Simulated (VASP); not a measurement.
# Te2Mo (P-1) in VASP: a series of runs

Te2Mo is run at these levels: PBE; tasks: single point.

Everything below comes from runs of VASP 6.6.1. Logs are shortened: lines on timing, memory, paths and dates and some standing lists are left out, and cuts for length are marked.

## 1. The cell of the first run

The typed cell holds 6 atoms: a = 3.557 Å, b = 3.557 Å, c = 15.221 Å, α = 88.66°, β = 87.32°, γ = 60.00°.

## 2. Single point, PBE (the part above a cut slid along it)

Input file INCAR:

```
SYSTEM = Te2Mo
  PREC = Accurate
  ENCUT = 520
  EDIFF = 1E-6
  ISMEAR = 0
  SIGMA = 0.05
  LREAL = .False.
  LASPH = .True.
  NELM = 60
  ALGO = Normal
  ISIF = 2
  LWAVE = .False.
  LCHARG = .False.
  GGA = PE
  NBANDS = 35
```

Input file KPOINTS:

```
regular mesh
0
Gamma
  9 9 2
  0 0 0
```

Input file POSCAR:

```
Te2Mo
1.0
   -1.7785332447     -3.0805099428      0.0000000000
    1.7785332447     -3.0805099428      0.0000000000
   -0.3557066489     -0.6161019886     15.2047171722
Te Mo
4 2
Direct
    0.6404477981      0.6666666667      0.1310943429
    0.2071144648      0.3333333333      0.6310943429
    0.5928855352      0.6666666667      0.3689056571
    0.1595522019      0.3333333333      0.8689056571
    0.5166666667      0.6666666667      0.7500000000
    0.2833333333      0.3333333333      0.2500000000
```

Potentials or basis: VASP PAW PBE potentials, release 64 (Te, Mo_sv).

Command:

```console
$ cat potpaw_PBE.64/Te/POTCAR potpaw_PBE.64/Mo_sv/POTCAR > POTCAR
$ mpirun -np 1 vasp_std > vasp.out
```

OUTCAR:

```text
SYSTEM = Te2Mo
   PREC = Accurate
   ENCUT = 520
   EDIFF = 1E-6
   ISMEAR = 0
   LREAL = .False.
   LASPH = .True.
   NELM = 60
   ISIF = 2
   GGA = PE

 ion  position               nearest neighbor table
   1  0.640  0.667  0.131-   6 2.74   6 2.74   6 2.74   3 3.62
   2  0.207  0.333  0.631-   5 2.74   5 2.74   5 2.74   4 3.62
   3  0.593  0.667  0.369-   6 2.74   6 2.74   6 2.74   1 3.62
   4  0.160  0.333  0.869-   5 2.74   5 2.74   5 2.74   2 3.62
   5  0.517  0.667  0.750-   2 2.74   4 2.74   4 2.74   2 2.74   2 2.74   4 2.74
   6  0.283  0.333  0.250-   3 2.74   1 2.74   1 2.74   3 2.74   3 2.74   1 2.74

  LATTYP: Found a base centered monoclinic cell.
 ALAT       =     3.5570664894
 B/A-ratio  =     1.7320508076
 C/A-ratio  =     4.2791865915
 COS(beta)  =    -0.0467378544

  Lattice vectors:

 A1 = (   3.5570664894,   0.0000000000,   0.0000000000)
 A2 = (  -1.7785332447,   3.0805099428,   0.0000000000)
 A3 = (  -0.3557066489,  -0.6161019886,  15.2047171722)

Analysis of symmetry for initial positions (statically):
=====================================================================
 Subroutine PRICEL returns:
 Original cell was already a primitive cell.

 Routine SETGRP: Setting up the symmetry group for a
 base centered monoclinic supercell.

 Subroutine GETGRP returns: Found  2 space group operations
 (whereof  1 operations were pure point group operations)
 out of a pool of  4 trial point group operations.

The static configuration has the point symmetry C_1 .
 The point group associated with its full space group is S_2 .

Analysis of symmetry for dynamics (positions and initial velocities):
=====================================================================
 Subroutine PRICEL returns:
 Original cell was already a primitive cell.

 Routine SETGRP: Setting up the symmetry group for a
 base centered monoclinic supercell.

 Subroutine GETGRP returns: Found  2 space group operations
 (whereof  1 operations were pure point group operations)
 out of a pool of  4 trial point group operations.

The dynamic configuration has the point symmetry C_1 .
 The point group associated with its full space group is S_2 .

 Subroutine INISYM returns: Found  2 space group operations
 (whereof  1 operations are pure point group operations),
 and found     1 'primitive' translations

----------------------------------------------------------------------------------------

                                     Primitive cell

  volume of cell :     166.6069

  direct lattice vectors                    reciprocal lattice vectors
    -1.778533245 -3.080509943  0.000000000    -0.281130534 -0.162310789 -0.013153813
     1.778533245 -3.080509943  0.000000000     0.281130534 -0.162310789 -0.000000000
    -0.355706649 -0.616101989 15.204717172     0.000000000  0.000000000  0.065769063

  length of vectors
     3.557066489  3.557066489 15.221351227     0.324887968  0.324621578  0.065769063

  position of ions in fractional coordinates (direct lattice)
     0.640447798  0.666666667  0.131094343
     0.207114465  0.333333333  0.631094343
     0.592885535  0.666666667  0.368905657
     0.159552202  0.333333333  0.868905657
     0.516666667  0.666666667  0.750000000
     0.283333333  0.333333333  0.250000000

  ion indices of the primitive-cell ions
   primitive index   ion index
                 1           1
                 2           2
                 3           3
                 4           4
                 5           5
                 6           6

----------------------------------------------------------------------------------------

 KPOINTS: regular mesh

Automatic generation of k-mesh.
 Grid dimensions read from file:
 generate k-points for:    9    9    2

 Generating k-lattice:

  Cartesian coordinates                     Fractional coordinates (reciprocal lattice)
    -0.031236726 -0.018034532 -0.001461535     0.111111111  0.000000000  0.000000000
     0.031236726 -0.018034532 -0.000000000     0.000000000  0.111111111 -0.000000000
     0.000000000  0.000000000  0.032884531     0.000000000  0.000000000  0.500000000

  Length of vectors
     0.036098663  0.036069064  0.032884531

  Shift w.r.t. Gamma in fractional coordinates (k-lattice)
     0.000000000  0.000000000  0.000000000

 Subroutine IBZKPT returns following result:
 ===========================================

 Found     82 irreducible k-points:

 Following reciprocal coordinates:
            Coordinates               Weight
  0.000000  0.000000  0.000000      1.000000
  0.111111  0.000000 -0.000000      2.000000
 -0.111111 -0.111111  0.000000      2.000000
  0.222222  0.000000 -0.000000      2.000000
 -0.222222 -0.222222  0.000000      2.000000
  0.333333  0.000000  0.000000      2.000000
[... 16 lines left out ...]
  0.111111  0.222222  0.000000      2.000000
  0.000000  0.222222  0.000000      2.000000
 [... further k-points ...]
   k-points           NKPTS =     82   k-points in BZ     NKDIM =     82   number of bands    NBANDS=     35
   number of dos      NEDOS =    301   number of ions     NIONS =      6
   total plane-waves  NPLWV =  94080
   dimension x,y,z NGX =    28 NGY =   28 NGZ =  120
   dimension x,y,z NGXF=    56 NGYF=   56 NGZF=  240
   ions per type =               4   2
   NGX,Y,Z   is equivalent  to a cutoff of  13.09, 13.09, 13.11 a.u.
   NGXF,Y,Z  is equivalent  to a cutoff of  26.17, 26.17, 26.21 a.u.
 SYSTEM =  Te2Mo
   PREC   = accura    normal or accurate (medium, high low for compatibility)
   ISTART =      0    job   : 0-new  1-cont  2-samecut
   ICHARG =      2    charge: 1-file 2-atom 10-const
   ISPIN  =      1    spin polarized calculation?
   LNONCOLLINEAR =      F non collinear calculations
   LSORBIT =      F    spin-orbit coupling
   LASPH  =      T    aspherical Exc in radial PAW
   ENCUT  =  520.0 eV  38.22 Ry    6.18 a.u.   6.61  6.61 28.30*2*pi/ulx,y,z
   NELM   =     60;   NELMIN=  2; NELMDL= -5     # of ELM steps
   EDIFF  = 0.1E-05   stopping-criterion for ELM
   LREAL  =      F    real-space projection
   EDIFFG = 0.1E-04   stopping-criterion for IOM
   NSW    =      0    number of steps for IOM
   IBRION =     -1    ionic relax: 0-MD 1-quasi-New 2-CG
   NFREE  =      0    steps in history (QN), initial steepest desc. (CG)
   ISIF   =      2    stress and relaxation
   ISYM   =      2    0-nonsym 1-usesym 2-fastsym
   POTIM  = 0.5000    time-step for ionic-motion
   TEBEG  =    0.0;   TEEND  =   0.0 temperature during run
   PSTRESS=    0.0 pullay stress
   NELECT =      52.0000    total number of electrons
   NUPDOWN=      -1.0000    fix difference up-down
   EMIN   =  10.00;   EMAX   =-10.00  energy-range for DOS
   EFERMI =   0.00;   METHOD = LEGACY
   ISMEAR =     0;   SIGMA  =   0.05  broadening in eV -4-tet -1-fermi 0-gaus
   EFERMI_NEDOS =   21; number of points for ismear=-14 and -15
   IALGO  =     38    algorithm
   IMIX   =      4    mixing-type and parameters
     AMIX     =   0.40;   BMIX     =  1.00
     AMIX_MAG =   1.60;   BMIX_MAG =  1.00
  volume/ion in A,a.u.               =      27.77       187.39
  Fermi-wavevector in a.u.,A,eV,Ry     =   1.110482  2.098507 16.778308  1.233171
  Thomas-Fermi vector in A             =   2.247034
   LORBIT       =      0    0 simple, 1 ext, 2 COOP (PROOUT), +10 PAW based schemes
   GGA     = PE    functional components
   LHFCALC =     F    Hartree Fock is set to
   AEXX    =    0.0000 exact exchange contribution
   IVDW    =     0    specifies the selected vdW correction
   LEPSILON=     F    determine dielectric tensor
   LRPA    =     F    only Hartree local field effects (RPA)
 non-spin polarized calculation
 Gauss-broadening in eV      SIGMA  =   0.05
  energy-cutoff  :      520.00
  volume of cell :      166.61
 maximum number of plane-waves:      4534
   NGX = 13   NGY = 13   NGZ = 57

 number of electron      52.0000000 magnetization

 Free energy of the ion-electron system (eV)
  ---------------------------------------------------
  ext. energy  EPLUGINS =         0.00000000
  ---------------------------------------------------
  free energy    TOTEN  =       -36.06535715 eV

  energy without entropy =      -36.06535715  energy(sigma->0) =      -36.06535715

 E-fermi :   7.0900     XC(G=0):  -9.7819

 val. band max:        6.7266978317   @ k =  -0.3333   0.3333   0.0000
 cond. band min:       7.7553859292   @ k =  -0.3333   0.3333   0.0000
 fundamental gap:      1.0286880974
 Fermi energy:         7.0899848901

 k-point     1 :       0.0000    0.0000    0.0000
  band No.  band energies     occupation
      1     -54.0039      2.00000
      2     -54.0039      2.00000
      3     -28.1489      2.00000
      4     -28.1489      2.00000
      5     -28.0465      2.00000
      6     -28.0465      2.00000
[... 27 lines left out ...]
     34      10.0430      0.00000
     35      11.8989      0.00000

 k-point     2 :       0.1111    0.0000   -0.0000
  band No.  band energies     occupation
      1     -54.0029      2.00000
      2     -54.0029      2.00000
      3     -28.1459      2.00000
      4     -28.1459      2.00000
      5     -28.0600      2.00000
      6     -28.0600      2.00000
[... 27 lines left out ...]
     34       9.8917      0.00000
     35      12.3817      0.00000

 k-point     3 :      -0.1111   -0.1111    0.0000
  band No.  band energies     occupation
      1     -54.0029      2.00000
      2     -54.0029      2.00000
      3     -28.1459      2.00000
      4     -28.1459      2.00000
      5     -28.0599      2.00000
      6     -28.0599      2.00000
[... 27 lines left out ...]
     34       9.9025      0.00000
     35      12.3697      0.00000
[... 723 lines left out ...]
 k-point    23 :       0.1111    0.2222    0.0000
  band No.  band energies     occupation
      1     -54.0012      2.00000
      2     -54.0012      2.00000
      3     -28.1408      2.00000
      4     -28.1407      2.00000
      5     -28.0824      2.00000
      6     -28.0824      2.00000
[... 27 lines left out ...]
     34      10.1155      0.00000
     35      12.7286      0.00000

 k-point    24 :       0.0000    0.2222    0.0000
  band No.  band energies     occupation
      1     -54.0005      2.00000
      2     -54.0005      2.00000
      3     -28.1385      2.00000
      4     -28.1385      2.00000
      5     -28.0938      2.00000
      6     -28.0938      2.00000
[... 27 lines left out ...]
     34      10.1480      0.00000
     35      12.5883      0.00000

 [... further k-points ...]
[... 5 lines left out ...]
  --------------------------------------------------------------------------------------
  -------------------------------------------------------------------------------------
  Total        0.0116317     -0.0203297      0.2313911     -0.0054140      0.0804166      0.1053237
  in kB        0.1118568     -0.1955009      2.2251752     -0.0520638      0.7733272      1.0128468
  external PRESSURE =       0.7138437 kB  Pullay stress =       0.0000000 kB

 VOLUME and BASIS-vectors are now :
 -----------------------------------------------------------------------------
  energy-cutoff  :      520.00
  volume of cell :      166.61
      direct lattice vectors                 reciprocal lattice vectors
    -1.778533245 -3.080509943  0.000000000    -0.281130534 -0.162310789 -0.013153813
     1.778533245 -3.080509943  0.000000000     0.281130534 -0.162310789 -0.000000000
    -0.355706649 -0.616101989 15.204717172     0.000000000  0.000000000  0.065769063

 POSITION                                       TOTAL-FORCE (eV/Angst)
 -----------------------------------------------------------------------------------
      0.00000     -4.10735      1.99325         0.013561      0.009916      0.010994
     -0.00000     -2.05367      9.59561         0.000937      0.001284     -0.012628
      0.00000     -4.10735      5.60911        -0.000937     -0.001284      0.012628
     -0.00000     -2.05367     13.21146        -0.013561     -0.009916     -0.010994
      0.00000     -4.10735     11.40354        -0.007981     -0.007551     -0.002736
      0.00000     -2.05367      3.80118         0.007981      0.007551      0.002736
 -----------------------------------------------------------------------------------
    total drift:                               -0.000012      0.000002     -0.000001

  FREE ENERGIE OF THE ION-ELECTRON SYSTEM (eV)
  ---------------------------------------------------
  free  energy   TOTEN  =       -36.0653571461 eV

  energy  without entropy=      -36.0653571461  energy(sigma->0) =      -36.06535715
```

It took 5.3 min on 1 thread of Intel Xeon Platinum 8559C (Emerald Rapids), shared host; peak memory 0.56 GiB.

What came out:

```
Free energy            : -36.0654 eV
Pressure               : 0.1 GPa
Largest force          : 0.020 eV/Å
Band gap on the k mesh : 1.03 eV
```

Forces in eV/Å, atoms in the order of the input:
```
Te   0.014  0.010  0.011
Te   0.001  0.001 -0.013
Te  -0.001 -0.001  0.013
Te  -0.014 -0.010 -0.011
Mo  -0.008 -0.008 -0.003
Mo   0.008  0.008  0.003
```

Caveat: the cell differs from its parent crystal (the part above a cut slid along it); spin-orbit coupling is left out, which moves the levels of the heavy elements.

(Continued in part 2 of 2.)
